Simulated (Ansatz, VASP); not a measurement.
## GaP: VASP beside Ansatz

File INCAR:

```
SYSTEM = GaP
PREC = Accurate ; ENCUT = 600
EDIFF = 1E-6 ; ISMEAR = 0
SIGMA = 0.02 ; LREAL = .FALSE.
LASPH = .TRUE. ; NELM = 100
ALGO = Normal ; ISIF = 3
LWAVE = .FALSE. ; LCHARG = .FALSE.
GGA = PS ; IBRION = 2
NSW = 100 ; EDIFFG = -0.002
```

File KPOINTS:

```
Automatic mesh
0
G
  8 8 8
  0 0 0
```

File POSCAR:

```
GaP
1.0
    0.0000000000      2.7258124900      2.7258124900
    2.7258124900      0.0000000000      2.7258124900
    2.7258124900      2.7258124900      0.0000000000
Ga P
1 1
Direct
    0.0000000000      0.0000000000      0.0000000000
    0.7500000000      0.7500000000      0.7500000000
```

Input for Ansatz:

```yaml
crystal:
  lattice:
    - [0.0, 2.72581249, 2.72581249]
    - [2.72581249, 0.0, 2.72581249]
    - [2.72581249, 2.72581249, 0.0]
  atoms:
    - { symbol: Ga, position: [0.0, 0.0, 0.0] }
    - { symbol: P, position: [0.75, 0.75, 0.75] }
basis:
  ecutwfc: 420
kpoints:
  mp_grid: { grid: [8, 8, 8] }
hamiltonian:
  xc: pbesol
  pseudopotentials: { kind: paw, azcp: { folder: soft_1 } }
scf:
  occupations: { method: gaussian, width: 0.02 }
output:
  forces: true
  stress: true
  eigenvalues: true
relax:
  adjacent_minimum: "off"
  f_tol: 0.002
  max_steps: 80
  cell: { stress_tol: 0.02 }
```

Alike in both runs: task relaxation of cell and atoms; functional PBEsol; k mesh 8 × 8 × 8; occupations gaussian, width 0.02 eV; no spin polarisation.

```csv
,VASP,Ansatz
version,VASP 6.6.1,Ansatz 0.2.0
potentials or method,"VASP PAW PBE potentials, release 64 (Ga_d, P), cutoff 600 eV","scalar-relativistic, plane waves, PAW"
valence electrons in the cell,18,18
```

Ansatz gave:

| Property | Result |
| --- | --- |
| gap on the k mesh at the Fermi level, each at its own relaxed structure (eV) | 1.50 |
| relaxed volume (Å³/atom) | 20.11 |
| relaxed cell length with the largest relative difference (Å) | 3.846 |

Q: Estimate VASP's values.

A: gap on the k mesh at the Fermi level, each at its own relaxed structure (eV): 1.50; relaxed volume (Å³/atom): 20.08; relaxed cell length with the largest relative difference (Å): 3.844.

VASP's potentials were made for PBE, not for PBEsol, and Ansatz warns of the same on its side.
